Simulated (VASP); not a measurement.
Here is a VASP 6.6.1 calculation.

Contents of INCAR:

```
SYSTEM = Ti
PREC     = Accurate       ! precision mode
ENCUT    = 520            ! plane-wave cutoff, eV
EDIFF    = 1E-6           ! SCF threshold, eV
ISMEAR   = 0              ! smearing method
SIGMA    = 0.1            ! smearing width, eV
LREAL    = .False.        ! projectors in reciprocal space
LASPH    = .True.         ! aspherical terms in the spheres
NELM     = 60             ! most SCF steps
ALGO     = Fast           ! electronic algorithm
ISIF     = 2              ! what is computed and relaxed
LWAVE    = .False.        ! write WAVECAR
LCHARG   = .False.        ! write CHGCAR
GGA      = PS             ! functional
ISYM     = 0            
NBANDS   = 12             ! bands
```

Contents of KPOINTS:

```
regular mesh
0
Gamma
  12 12 15
  0 0 0
```

The input POSCAR:

```
Ti
1.0
    2.9489258870      0.0000000000      0.0000000000
   -1.4744629435      2.5538447321      0.0000000000
    1.4744629435      0.8512815774      2.2646603804
Ti
1
Direct
    0.0000000000      0.0000000000      0.0000000000
```

Potentials or basis: VASP PAW PBE potentials, release 64 (Ti_sv).

Command:

```console
$ cat potpaw_PBE.64/Ti_sv/POTCAR > POTCAR
$ mpirun -np 1 vasp_std > vasp.out
```

Q: Estimate the pressure.

A: -2.7 GPa.

Q: Predict the band gap on the k mesh.

A: Zero (band 6 reaches 9.19 eV, above the bottom of band 7 at 7.86 eV).

Stress tensor (GPa, compression positive):
```
-5.05  0.07 -0.11
 0.07 -5.13 -0.06
-0.11 -0.06  2.16
```

Caveat: the PAW data sets were made with another functional, which shifts forces and pressure a little.
